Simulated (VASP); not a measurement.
A run of VASP 6.6.1 is set up as follows.

INCAR

```
SYSTEM = SiNi3
  PREC = Accurate
  ENCUT = 520
  EDIFF = 1E-6
  ISMEAR = -1
  SIGMA = 0.05
  LREAL = .FALSE.
  LASPH = .TRUE.
  NELM = 150
  ALGO = Normal
  ISIF = 2
  LWAVE = .FALSE.
  LCHARG = .FALSE.
  ISPIN = 2
  MAGMOM = 0.733333 0.733333 0.733333 0
  LORBIT = 11
  NUPDOWN = 2.2
  LMAXMIX = 4
  GGA = PE
  NBANDS = 29
```

Contents of KPOINTS:

```
regular mesh
0
G
  6 6 6
  0 0 0
```

Contents of POSCAR:

```
SiNi3
1.0
    3.5420000000      0.0000000000      0.0000000000
    0.0000000000      3.5420000000      0.0000000000
    0.0000000000      0.0000000000      3.5420000000
Ni Si
3 1
Direct
    0.5000000000      0.5000000000      0.0000000000
    0.5000000000      0.0000000000      0.5000000000
    0.0000000000      0.5000000000      0.5000000000
    0.0000000000      0.0000000000      0.0000000000
```

Potentials or basis: VASP PAW PBE potentials, release 64 (Ni, Si).

Launch:

```sh
$ cat potpaw_PBE.64/Ni/POTCAR potpaw_PBE.64/Si/POTCAR > POTCAR
$ mpirun -np 1 vasp_std > vasp.out
```

Problem. What does it give for the pressure?

Solution. -1.4 GPa.

Caveat: the total moment is fixed, so each spin has its own Fermi level.
